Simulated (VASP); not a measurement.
Here is a VASP 6.6.1 calculation.

INCAR

```
SYSTEM = TePb
  ALGO = Normal
  EDIFF = 1E-6
  ENCUT = 520
  GGA = PE
  ISIF = 2
  ISMEAR = -1
  LASPH = .TRUE.
  LCHARG = .FALSE.
  LREAL = .FALSE.
  LWAVE = .FALSE.
  NBANDS = 17
  NELM = 80
  PREC = Accurate
  SIGMA = 0.05
```

KPOINTS

```
k-points
0
G
  7 7 7
  0 0 0
```

POSCAR

```
TePb
1.0
    0.0000000000      3.1873324849      3.1873324849
    3.1873324849      0.0000000000      3.1873324849
    3.1873324849      3.1873324849      0.0000000000
Pb Te
1 1
Direct
    0.0000000000      0.0000000000      0.0000000000
    0.5000000000      0.5000000000      0.5000000000
```

Potentials or basis: VASP PAW PBE potentials, release 64 (Pb_d, Te).

Run with:

```console
$ cat potpaw_PBE.64/Pb_d/POTCAR potpaw_PBE.64/Te/POTCAR > POTCAR
$ mpirun -np 1 vasp_std > vasp.out
```

(1) Estimate the pressure.

## Answers

(1) 4.2 GPa.
